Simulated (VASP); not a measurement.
# NbIn (Pmma) in VASP: a series of runs, part 2 of 2

VASP 6.6.1. Earlier steps stand in the parts before.

### 4 Single point, PBEsol+U

INCAR

```
SYSTEM = NbIn
PREC = Accurate
ENCUT = 500
EDIFF = 1E-6
ISMEAR = -1
SIGMA = 0.1
LREAL = .FALSE.
LASPH = .TRUE.
NELM = 200
ALGO = Normal
ISIF = 2
LWAVE = .FALSE.
LCHARG = .TRUE.
LMAXMIX = 4
LDAU = .TRUE.
LDAUTYPE = 2
LDAUL = 2 -1
LDAUU = 8 0
LDAUJ = 0 0
LDAUPRINT = 1
GGA = PS
LELF = .TRUE.
LVHAR = .TRUE.
NBANDS = 34
GGA_COMPAT = .FALSE.
```

KPOINTS

```
Automatic mesh
0
G
  4 6 4
  0 0 0
```

POSCAR

```
NbIn
1.0
    5.1014363100      0.0000000000      0.0000000000
    0.0000000000      3.1818936000      0.0000000000
    0.0000000000      0.0000000000      5.4385151100
Nb In
2 2
Direct
    0.2500000000      0.0000000000      0.1820000000
    0.7500000000      0.0000000000      0.8180000000
    0.2500000000      0.5000000000      0.6720000000
    0.7500000000      0.5000000000      0.3280000000
```

Potentials or basis: VASP PAW PBE potentials, release 64 (Nb_sv, In_d).

Run with:

```bash
cat potpaw_PBE.64/Nb_sv/POTCAR potpaw_PBE.64/In_d/POTCAR > POTCAR
mpirun -np 1 vasp_std > vasp.out
```

OUTCAR:

```text
SYSTEM = NbIn
   PREC = Accurate
   ENCUT = 500
   EDIFF = 1E-6
   ISMEAR = -1
   LREAL = .FALSE.
   LASPH = .TRUE.
   NELM = 200
   ISIF = 2
   GGA = PS

 ion  position               nearest neighbor table
   1  0.250  0.000  0.182-   3 3.10   3 3.10   4 3.11   4 3.11   4 3.11   4 3.11   3 3.20   3 3.20

   2  0.750  0.000  0.818-   4 3.10   4 3.10   3 3.11   3 3.11   3 3.11   3 3.11   4 3.20   4 3.20

   3  0.250  0.500  0.672-   1 3.10   1 3.10   2 3.11   2 3.11   2 3.11   2 3.11   4 3.16   4 3.16
                             1 3.20   1 3.20
   4  0.750  0.500  0.328-   2 3.10   2 3.10   1 3.11   1 3.11   1 3.11   1 3.11   3 3.16   3 3.16
[... 1165 lines left out ...]
  -------------------------------------------------------------------------------------
  Total       -3.9771595     -6.3172199     -5.6264794      0.0000000      0.0000000      0.0000000
  in kB      -72.1813721   -114.6510707   -102.1148381      0.0000000      0.0000000      0.0000000
  external PRESSURE =     -96.3157603 kB  Pullay stress =       0.0000000 kB

 VOLUME and BASIS-vectors are now :
 -----------------------------------------------------------------------------
  energy-cutoff  :      500.00
  volume of cell :       88.28
      direct lattice vectors                 reciprocal lattice vectors
     5.101436310  0.000000000  0.000000000     0.196023225  0.000000000  0.000000000
     0.000000000  3.181893600  0.000000000     0.000000000  0.314278265  0.000000000
     0.000000000  0.000000000  5.438515110     0.000000000  0.000000000  0.183873719

 POSITION                                       TOTAL-FORCE (eV/Angst)
 -----------------------------------------------------------------------------------
      1.27536      0.00000      0.98981         0.000000     -0.000000     -1.722218
      3.82608      0.00000      4.44871         0.000000     -0.000000      1.722218
      1.27536      1.59095      3.65468         0.000000      0.000000      0.590632
      3.82608      1.59095      1.78383        -0.000000     -0.000000     -0.590632
 -----------------------------------------------------------------------------------
    total drift:                               -0.000000     -0.000000     -0.000000

  FREE ENERGIE OF THE ION-ELECTRON SYSTEM (eV)
  ---------------------------------------------------
  free  energy   TOTEN  =       -13.8470002073 eV

  energy  without entropy=      -13.7565865508  energy(sigma->0) =      -13.80179338
```

stdout:

```text
POSCAR found type information on POSCAR NbIn
 POSCAR found :  2 types and       4 ions
 scaLAPACK will be used
 -----------------------------------------------------------------------------
|                                                                             |
|                                                                             |
|     You enforced a specific xc type in the INCAR file but a different       |
|     I HOPE YOU KNOW WHAT YOU ARE DOING!                                     |
|                                                                             |
 -----------------------------------------------------------------------------

 LDA part: xc-table for (Slater+PW92), standard interpolation
 POSCAR, INCAR and KPOINTS ok, starting setup
 FFT: planning ... GRIDC
 FFT: planning ... GRID_SOFT
 FFT: planning ... GRID
 WAVECAR not read
 entering main loop
```

It took 3.8 min on 1 thread of Intel Xeon 8259CL, shared host; peak memory 0.23 GiB.

What came out:

- Free energy: -13.8470 eV
- Pressure: -9.6 GPa
- Largest force: 1.722 eV/Å
- Band gap on the k mesh: zero (band 26 reaches 9.99 eV, above the bottom of band 27 at 9.25 eV)

Forces in eV/Å, atoms in the order of the input:
```
Nb   0.000  0.000 -1.722
Nb   0.000  0.000  1.722
In   0.000  0.000  0.591
In   0.000  0.000 -0.591
```

Stress tensor (GPa, compression positive):
```
 -7.22   0.00   0.00
  0.00 -11.47   0.00
  0.00   0.00 -10.21
```

Eigenvalues of the final occupation matrices:
| site | spin | trace | eigenvalues |
| --- | --- | --- | --- |
| site 1 d | 1 | 0.94 | 0.10 0.10 0.14 0.28 0.32 |
| site 1 d | 2 | 0.94 | 0.10 0.10 0.14 0.28 0.32 |
| site 2 d | 1 | 0.94 | 0.10 0.10 0.14 0.28 0.32 |
| site 2 d | 2 | 0.94 | 0.10 0.10 0.14 0.28 0.32 |

Caveat: the PAW data sets were made with another functional, which shifts forces and pressure a little; spin-orbit coupling is left out, which moves the levels of the heavy elements; U without spin polarisation on a metal has little footing; the U is typed as a test and isn't derived for this compound.

### 5 Overview

| level | U | cutoff (eV) | gap on the mesh (eV) | pressure (GPa) | largest force (eV/Å) |
| --- | --- | --- | --- | --- | --- |
| PBEsol | - | 520 | none | -14.6 | 1.23 |
| revPBE | - | 520 | none | -8.7 | 1.29 |
| PBEsol+U | Nb d U = 8.0 eV | 500 | none | -9.6 | 1.72 |

Alike in all rows: task single point; potentials or basis VASP PAW PBE potentials, release 64 (Nb_sv, In_d); no spin polarisation; cell as given; k mesh 4 × 6 × 4; smearing fermi-dirac 0.1 eV.

Every run on the cell as given and a fine mesh finds a metal. The pressure there spans -14.6 GPa (PBEsol) to -8.7 GPa (revPBE); a positive pressure means that this level wants a larger cell, a negative one a smaller.

Caveats: the PAW data sets were made with another functional, which shifts forces and pressure a little; spin-orbit coupling is left out, which moves the levels of the heavy elements; U without spin polarisation on a metal has little footing (some runs); the U is typed as a test and isn't derived for this compound (some runs).

Total energies depend on the potentials used, so only differences within one code and one set of settings carry meaning.
